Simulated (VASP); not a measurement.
Crystal: Li3Mg.

```
Li Mg
1.0
     0.00000    3.42888    3.42888
     3.42888    0.00000    3.42888
     3.42888    3.42888    0.00000
Li Mg
3 1
Direct
  0.25000 0.25000 0.25000
  0.50000 0.50000 0.50000
  0.75000 0.75000 0.75000
  0.00000 0.00000 0.00000
```

* Program: VASP 6.6.1
* Task: relaxation of cell and atoms
* Functional: LDA
* Potentials or basis: VASP PAW LDA potentials, release 64 (Li_sv, Mg)
* Cutoff: 600 eV
* k mesh: 5 × 5 × 5
* Occupations: gaussian, width 0.1 eV
* Spin: no spin polarisation

At the start: pressure -1.3 GPa; volume 20.16 Å³/atom.

Question: How do energy, volume and symmetry change on relaxing?

Answer: Over 3 steps the energy falls by 5.9 meV/atom and the volume is 18.87 Å³/atom (-6.4 %); space group Fm-3m (No. 225, to 0.05 Å).

Step by step:
```csv
step,energy change (eV),largest force (eV/Å),pressure (GPa),volume (Å³)
1,0.0000,0.0000,-1.29,80.63
2,-0.0130,0.0000,-0.91,78.74
3,-0.0237,0.0000,-0.11,75.48
```

Final structure:
```
Li Mg
1.0
     0.00000    3.35436    3.35436
     3.35436    0.00000    3.35436
     3.35436    3.35436    0.00000
Li Mg
3 1
Direct
  0.25000 0.25000 0.25000
  0.50000 0.50000 0.50000
  0.75000 0.75000 0.75000
  0.00000 0.00000 0.00000
```

Caveat: the cutoff is under 1.25 times the usual one of these potentials, so pressure, stress and relaxed cells hold a basis-set (Pulay) error.
